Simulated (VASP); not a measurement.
**ScAl3: single point with PBE**

ScAl3:

```
Sc Al
1.0
     4.06112    0.00000    0.00000
     0.00000    4.06112    0.00000
     0.00000    0.00000    4.06112
Sc Al
1 3
Direct
  0.00000 0.00000 0.00000
  0.50000 0.00000 0.50000
  0.00000 0.50000 0.50000
  0.50000 0.50000 0.00000
```

| Quantity | Value |
| --- | --- |
| Program | VASP 6.6.1 |
| Task | single point |
| Functional | PBE |
| Potentials or basis | VASP PAW PBE potentials, release 64 (Sc_sv, Al) |
| Cutoff | 520 eV |
| k mesh | 10 × 10 × 10 |
| Occupations | gaussian, width 0.1 eV |
| Spin | no spin polarisation |

The pressure is 3.0 GPa and the band gap on the k mesh is zero (bands 10 and 11 overlap by 3.96 eV).

Levels at points of the mesh, in eV from the Fermi level:
```
           k point  band 6  band 7  band 8  band 9  band 10  band 11  band 12  band 13  band 14  band 15
(0.00, 0.00, 0.00)   -2.66   -2.66   -1.84   -1.84    -1.84     1.24     1.30     1.30     1.30     4.92
(0.50, 0.00, 0.00)   -7.41   -1.76   -1.76   -1.53     0.96     1.01     1.01     1.34     1.65     2.21
(0.50, 0.50, 0.00)   -5.69   -5.69   -4.43   -0.57    -0.57     1.19     1.38     2.12     2.55     3.49
(0.50, 0.50, 0.50)   -4.85   -4.85   -4.57   -3.00    -3.00    -3.00     0.99     2.66     2.66     4.12
```

It took 2.4 min on 1 thread of Intel Xeon 8259CL, on a shared host, peak memory 0.2 GiB.

Caveat: the cell stands under pressure.
